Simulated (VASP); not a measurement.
A run of VASP 6.6.1 is set up as follows.

The input INCAR:

```
  PREC = Accurate
  ENCUT = 520
  EDIFF = 1E-8
  ISMEAR = -1
  SIGMA = 0.02
  LREAL = False
  LASPH = True
  NELM = 120
  ALGO = Normal
  ISIF = 2
  LWAVE = False
  LCHARG = False
  LEFG = True
  NBANDS = 26
  GGA_COMPAT = False
```

Contents of KPOINTS:

```
Automatic mesh
0
Gamma
  8 8 5
```

POSCAR

```
ZnO
1.0
    3.2493080000      0.0000000000      0.0000000000
   -1.6246540000      2.8139832727      0.0000000000
    0.0000000000      0.0000000000      5.2057090000
Zn O
2 2
Direct
    0.3333333333      0.6666666667      0.5000000000
    0.6666666667      0.3333333333      0.0000000000
    0.6666666667      0.3333333333      0.3790100000
    0.3333333333      0.6666666667      0.8790100000
```

Potentials or basis: VASP PAW LDA potentials, release 64 (Zn, O).

Command:

```console
$ cat potpaw_LDA.64/Zn/POTCAR potpaw_LDA.64/O/POTCAR > POTCAR
$ mpirun -np 1 vasp_std > vasp.out
```

Q: What does it give for the band gap on the k mesh?

A: 0.74 eV, direct.

Q: Predict the pressure.

A: -6.0 GPa.

Electric field gradients, principal values (V/Å²):
| atom | least | middle | greatest (by size) |
| --- | --- | --- | --- |
| 1 Zn | -0.430 | -0.432 | 0.862 |
| 2 Zn | -0.430 | -0.432 | 0.862 |
| 3 O | 1.039 | 1.048 | -2.088 |
| 4 O | 1.039 | 1.048 | -2.088 |

Caveat: without QUAD_EFG the Cq values of the log hold for a quadrupole moment of 1 mb, not for the nuclei.
